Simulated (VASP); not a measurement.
Set up this calculation in VASP 6.6.1, as the native input.

```yaml
Task: single point
Functional: revPBE
Potentials_or_basis: VASP PAW PBE potentials, release 64 (Cd, O)
Cutoff: 600 eV
k_mesh: 10 × 10 × 10
Occupations: fermi-dirac, width 0.05 eV
Spin: no spin polarisation
Dipole_correction: no
Further_INCAR_settings: ALGO = Normal; EDIFF = 1e-06; NBANDS = 16
```

The structure of CdO (Monteponite) lies in POSCAR:

```
CdO
1.0
    0.0000000000      2.3337310685      2.3337310685
    2.3337310685      0.0000000000      2.3337310685
    2.3337310685      2.3337310685      0.0000000000
Cd O
1 1
Direct
    0.0000000000      0.0000000000      0.0000000000
    0.5000000000      0.5000000000      0.5000000000
```

One way to write it, as run:

INCAR

```
SYSTEM = CdO
PREC = Accurate
ENCUT = 600
EDIFF = 1E-6
ISMEAR = -1
SIGMA = 0.05
LREAL = .False.
LASPH = .True.
NELM = 120
ALGO = Normal
ISIF = 2
LWAVE = .False.
LCHARG = .True.
GGA = RE
LELF = .True.
LVHAR = .True.
NBANDS = 16
GGA_COMPAT = .False.
```

KPOINTS

```
Automatic mesh
0
Gamma
  10 10 10
  0 0 0
```

Potentials or basis: VASP PAW PBE potentials, release 64 (Cd, O).

The run is started by

```bash
$ cat potpaw_PBE.64/Cd/POTCAR potpaw_PBE.64/O/POTCAR > POTCAR
$ mpirun -np 1 vasp_std > vasp.out
```

It gave:

The pressure is 14.2 GPa and the band gap on the k mesh is zero (band 9 reaches 2.34 eV, above the bottom of band 10 at 2.01 eV).

Caveat: the PAW data sets were made with another functional, which shifts forces and pressure a little.

It took 10 s on 1 thread of Intel(R) Xeon(R) 6975P-C (Granite Rapids), on a shared host, peak memory 0.17 GiB.
